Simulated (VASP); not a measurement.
# TaN (NiAs type) (P6_3/mmc) in VASP: a series of runs, part 2 of 2

VASP 6.6.1. The steps go on from the part before.

### 3 Single point, PBE

Contents of INCAR:

```
PREC = Accurate
ENCUT = 520
EDIFF = 1E-6
ISMEAR = -1
SIGMA = 0.08
LREAL = False
LASPH = True
NELM = 60
ALGO = Normal
ISIF = 2
LWAVE = False
LCHARG = False
GGA = PE
NBANDS = 24
```

Contents of KPOINTS:

```
Automatic mesh
0
Gamma
  11 11 6
```

Contents of POSCAR:

```
TaN
1.0
    2.9173303815      0.0000000000      0.0000000000
   -1.4586651907      2.5264822216      0.0000000000
    0.0000000000      0.0000000000      5.9155750525
Ta N
2 2
Direct
    0.0000000000      0.0000000000      0.0000000000
    0.0000000000      0.0000000000      0.5000000000
    0.3333333333      0.6666666667      0.2500000000
    0.6666666667      0.3333333333      0.7500000000
```

Potentials or basis: VASP PAW PBE potentials, release 64 (Ta_pv, N).

Run with:

```console
$ cat potpaw_PBE.64/Ta_pv/POTCAR potpaw_PBE.64/N/POTCAR > POTCAR
$ mpirun -np 1 vasp_std > vasp.out
```

OUTCAR:

```text
PREC = Accurate
   ENCUT = 520
   EDIFF = 1E-6
   ISMEAR = -1
   LREAL = False
   LASPH = True
   NELM = 60
   ISIF = 2
   GGA = PE

 ion  position               nearest neighbor table
   1  0.000  0.000  0.000-   3 2.24   4 2.24   3 2.24   4 2.24   4 2.24   3 2.24   2 2.96   2 2.96

   2  0.000  0.000  0.500-   3 2.24   4 2.24   3 2.24   4 2.24   4 2.24   3 2.24   1 2.96   1 2.96

   3  0.333  0.667  0.250-   1 2.24   2 2.24   1 2.24   2 2.24   1 2.24   2 2.24
   4  0.667  0.333  0.750-   1 2.24   2 2.24   1 2.24   2 2.24   1 2.24   2 2.24

  LATTYP: Found a hexagonal cell.
 ALAT       =     2.9173303815
 C/A-ratio  =     2.0277357306

  Lattice vectors:

 A1 = (   2.9173303815,   0.0000000000,   0.0000000000)
 A2 = (  -1.4586651907,   2.5264822216,   0.0000000000)
 A3 = (   0.0000000000,   0.0000000000,   5.9155750525)

Analysis of symmetry for initial positions (statically):
=====================================================================
 Subroutine PRICEL returns:
 Original cell was already a primitive cell.

 Routine SETGRP: Setting up the symmetry group for a
 hexagonal supercell.

 Subroutine GETGRP returns: Found 24 space group operations
 (whereof 12 operations were pure point group operations)
 out of a pool of 24 trial point group operations.

The static configuration has the point symmetry D_3d.
 The point group associated with its full space group is D_6h.

Analysis of symmetry for dynamics (positions and initial velocities):
=====================================================================
 Subroutine PRICEL returns:
 Original cell was already a primitive cell.

 Routine SETGRP: Setting up the symmetry group for a
 hexagonal supercell.

 Subroutine GETGRP returns: Found 24 space group operations
 (whereof 12 operations were pure point group operations)
 out of a pool of 24 trial point group operations.

The dynamic configuration has the point symmetry D_3d.
[... 115 lines left out ...]
   NELECT =      32.0000    total number of electrons
   NUPDOWN=      -1.0000    fix difference up-down
   EMIN   =  10.00;   EMAX   =-10.00  energy-range for DOS
   EFERMI =   0.00;   METHOD = LEGACY
   ISMEAR =    -1;   SIGMA  =   0.08  broadening in eV -4-tet -1-fermi 0-gaus
   EFERMI_NEDOS =   21; number of points for ismear=-14 and -15
   IALGO  =     38    algorithm
   IMIX   =      4    mixing-type and parameters
     AMIX     =   0.40;   BMIX     =  1.00
     AMIX_MAG =   1.60;   BMIX_MAG =  1.00
  volume/ion in A,a.u.               =      10.90        73.56
  Fermi-wavevector in a.u.,A,eV,Ry     =   1.476699  2.790556 29.669394  2.180639
  Thomas-Fermi vector in A             =   2.591193
   LORBIT       =      0    0 simple, 1 ext, 2 COOP (PROOUT), +10 PAW based schemes
   GGA     = PE    functional components
   LHFCALC =     F    Hartree Fock is set to
   AEXX    =    0.0000 exact exchange contribution
   IVDW    =     0    specifies the selected vdW correction
   LEPSILON=     F    determine dielectric tensor
   LRPA    =     F    only Hartree local field effects (RPA)
 non-spin polarized calculation
  energy-cutoff  :      520.00
  volume of cell :       43.60
 maximum number of plane-waves:      1221
 NGX is ok and might be reduce to    24
   NGX = 11   NGY = 11   NGZ = 21

 number of electron      32.0000005 magnetization

 Free energy of the ion-electron system (eV)
  ---------------------------------------------------
  ext. energy  EPLUGINS =         0.00000000
  ---------------------------------------------------
  free energy    TOTEN  =       -44.03120363 eV

  energy without entropy =      -44.00737070  energy(sigma->0) =      -44.01928716

 E-fermi :   8.1672     XC(G=0): -13.2852

 val. band max:        8.1456947534   @ k =   0.0909  -0.0000   0.1667
 cond. band min:       8.2144335948   @ k =   0.0909  -0.0000   0.0000
 fundamental gap:      0.0687388414
 Fermi energy:         8.1671818786

 k-point     1 :       0.0000    0.0000    0.0000
  band No.  band energies     occupation
      1     -27.4619      2.00000
      2     -26.7155      2.00000
      3     -26.4611      2.00000
      4     -26.4611      2.00000
      5     -26.4006      2.00000
      6     -26.4006      2.00000
[... 637 lines left out ...]
     23      13.3986      0.00000
     24      14.3292      0.00000

 [... further k-points ...]
[... 5 lines left out ...]
  --------------------------------------------------------------------------------------
  -------------------------------------------------------------------------------------
  Total        0.1827988      0.1827988      0.2061278      0.0000000      0.0000000     -0.0000000
  in kB        6.7171524      6.7171524      7.5744009      0.0000000      0.0000000     -0.0000000
  external PRESSURE =       7.0029019 kB  Pullay stress =       0.0000000 kB

 VOLUME and BASIS-vectors are now :
 -----------------------------------------------------------------------------
  energy-cutoff  :      520.00
  volume of cell :       43.60
      direct lattice vectors                 reciprocal lattice vectors
     2.917330381  0.000000000  0.000000000     0.342779140  0.197903629  0.000000000
    -1.458665191  2.526482222  0.000000000     0.000000000  0.395807258  0.000000000
     0.000000000  0.000000000  5.915575053     0.000000000  0.000000000  0.169045273

 POSITION                                       TOTAL-FORCE (eV/Angst)
 -----------------------------------------------------------------------------------
      0.00000      0.00000      0.00000        -0.000000      0.000000      0.000000
      0.00000      0.00000      2.95779         0.000000      0.000000      0.000000
     -0.00000      1.68432      1.47889         0.000000      0.000000     -0.000000
      1.45867      0.84216      4.43668         0.000000     -0.000000     -0.000000
 -----------------------------------------------------------------------------------
    total drift:                               -0.000000      0.000000      0.000000

  FREE ENERGIE OF THE ION-ELECTRON SYSTEM (eV)
  ---------------------------------------------------
  free  energy   TOTEN  =       -44.0312036257 eV

  energy  without entropy=      -44.0073706997  energy(sigma->0) =      -44.01928716
```

stdout:

```text
POSCAR found type information on POSCAR TaN
 POSCAR found :  2 types and       4 ions
 scaLAPACK will be used
 LDA part: xc-table for (Slater+PW92), standard interpolation
 POSCAR, INCAR and KPOINTS ok, starting setup
 FFT: planning ... GRIDC
 FFT: planning ... GRID_SOFT
 FFT: planning ... GRID
 WAVECAR not read
 entering main loop
```

Wall time 53 s (1 thread of Intel Xeon 6975P-C, shared host); peak memory 0.21 GiB.

Results:

```yaml
Free_energy: -44.0312 eV
Pressure: 0.7 GPa
Band_gap_on_the_k_mesh: zero (band 16 reaches 8.80 eV, above the bottom of band 17 at 7.68 eV)
```

Caveat: spin-orbit coupling is left out, which moves the levels of the heavy elements.
